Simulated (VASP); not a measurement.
Wanted: the native input for a VASP 6.6.1 run.

* Task: relaxation of cell and atoms
* Functional: r2SCAN
* Potentials or basis: VASP PAW PBE potentials, release 64 (Cd, I)
* Cutoff: 550 eV
* k mesh: 6 × 6 × 4
* Occupations: gaussian, width 0.02 eV
* Spin: no spin polarisation
* Target pressure: 5 GPa
* Dipole correction: no
* Further INCAR settings: ALGO = Normal; EDIFF = 1e-07; IBRION = 2; EDIFFG = -0.008; NSW = 70; ISIF = 3

CdI2:

```
Cd I
1.0
     4.09196    0.00000    0.00000
    -2.04598    3.54375    0.00000
     0.00000    0.00000    6.52786
Cd I
1 2
Cartesian
  0.0000 0.0000 0.0000
  0.0000 2.3625 1.6759
  2.0460 1.1812 4.8520
```

These files were run (other wordings do the same):

POSCAR

```
CdI2
1.0
    4.0919644877      0.0000000000      0.0000000000
   -2.0459822439      3.5437451978      0.0000000000
    0.0000000000      0.0000000000      6.5278583853
Cd I
1 2
Direct
    0.0000000000      0.0000000000      0.0000000000
    0.3333333333      0.6666666667      0.2567242432
    0.6666666667      0.3333333333      0.7432757568
```

INCAR.step1

```
SYSTEM = CdI2
  ALGO = Normal
  EDIFF = 1E-5
  EDIFFG = -0.005
  ENCUT = 550
  GGA = PE
  GGA_COMPAT = .False.
  IBRION = 2
  ISIF = 3
  ISMEAR = 0
  LASPH = .True.
  LCHARG = .False.
  LREAL = .False.
  LWAVE = .True.
  NELM = 120
  NELMIN = 4
  NSW = 100
  PREC = Accurate
  SIGMA = 0.02
```

INCAR.step2

```
SYSTEM = CdI2
  ALGO = Normal
  EDIFF = 1E-7
  EDIFFG = -0.008
  ENCUT = 550
  GGA_COMPAT = .False.
  IBRION = 2
  ISIF = 3
  ISMEAR = 0
  ISTART = 1
  LASPH = .True.
  LCHARG = .False.
  LMIXTAU = .True.
  LREAL = .False.
  LWAVE = .False.
  METAGGA = R2SCAN
  NELM = 120
  NELMIN = 4
  NSW = 70
  PREC = Accurate
  PSTRESS = 50.0
  SIGMA = 0.02
```

KPOINTS

```
k-points
0
Gamma
  6 6 4
  0 0 0
```

Potentials or basis: VASP PAW PBE potentials, release 64 (Cd, I).

Run with:

```bash
$ cat potpaw_PBE.64/Cd/POTCAR potpaw_PBE.64/I/POTCAR > POTCAR
$ cp INCAR.step1 INCAR
$ mpirun -np 1 vasp_std > vasp.out
$ cp INCAR.step2 INCAR
$ mpirun -np 1 vasp_std > vasp.out
```

Results of the run:

- Relaxed volume: 31.50 Å³/atom
- Relaxed cell: a = 4.110 Å, b = 4.110 Å, c = 6.459 Å, α = 90.00°, β = 90.00°, γ = 120.00°
- Space group after relaxing (to 0.1 Å): P-3m1 (No. 164)
- Energy change on relaxing (the run minimises the enthalpy): -10.5 meV/atom
- Ionic steps: 10
- Pressure after relaxing: 5.0 GPa
- Largest force after relaxing: 0.006 eV/Å
- Band gap on the k mesh: 2.69 eV (least direct gap 3.24 eV)

Caveat: the cell is relaxed towards a set pressure, so the run minimises the enthalpy, not the energy; the PAW data sets were made with another functional, which shifts forces and pressure a little; spin-orbit coupling is left out, which moves the levels of the heavy elements.

Wall time 13 min on 1 thread of Intel(R) Xeon(R) 6975P-C (Granite Rapids), with other jobs on the host, peak memory 0.27 GiB.
